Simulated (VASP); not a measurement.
CaO:

```
Ca O
1.0
     3.44344    0.00000    0.00000
    -1.72172    2.98211    0.00000
     0.00000    0.00000    5.81431
Ca O
2 2
Cartesian
  0.0000 0.0000 0.0000
  0.0000 0.0000 2.9072
  0.0000 1.9881 1.4536
  1.7217 0.9940 4.3607
```

This cell differs from its parent crystal: biaxial xy strain +3.7%.

Base run:

| Quantity | Value |
| --- | --- |
| Program | VASP 6.6.1 |
| Functional | r2SCAN |
| Potentials or basis | VASP PAW PBE potentials, release 64 (Ca_sv, O) |
| Cutoff | 520 eV |
| k mesh | 12 × 12 × 4 |
| Occupations | gaussian, width 0.01 eV |
| Spin | no spin polarisation |

Its results: band gap on the k mesh 4.43 eV; pressure -6.1 GPa.

Problem. The run is repeated on the same cell with these changes: functional from r2SCAN to PBE; occupations from gaussian, width 0.01 eV to fermi-dirac, width 0.02 eV. What comes out?

Solution. Band gap on the k mesh 3.86 eV; pressure -3.8 GPa.

Caveats: the stress differs along the axes, from -9 to -1 GPa (at least some runs); the PAW data sets were made with another functional, which shifts forces and pressure a little (at least some runs); the stress differs along the axes, from -7 to 2 GPa (at least some runs).

A k mesh can miss the band edges.
